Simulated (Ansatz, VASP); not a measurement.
SiC: VASP beside Ansatz

```
Si C
1.0
     3.09192    0.00000    0.00000
     0.00000    5.07428    0.00000
     0.00000    0.00000   16.89260
Si C
2 2
Direct
  0.75000 0.58029 0.50250
  0.25000 0.08029 0.49750
  0.75000 0.91971 0.49058
  0.25000 0.41971 0.50942
```

Alike in both runs: task relaxation of the atoms; functional PBE; k mesh 8 × 5 × 1; occupations fermi-dirac, width 0.02 eV; no spin polarisation.

|  | VASP | Ansatz |
| --- | --- | --- |
| version | VASP 6.6.1 | Ansatz 0.2.0 |
| potentials or method | VASP PAW PBE potentials, release 64 (Si, C), cutoff 520 eV | all-electron LAPW, scalar-relativistic |

```tsv
	VASP	Ansatz	Ansatz less VASP
gap on the k mesh at the Fermi level, each at its own relaxed structure (eV)	2.79	2.79	+0.006
```

Ansatz ran all-electron here, and VASP with PAW potentials.

Noted on VASP's run: the relaxation stopped at its first step, so nothing moved.
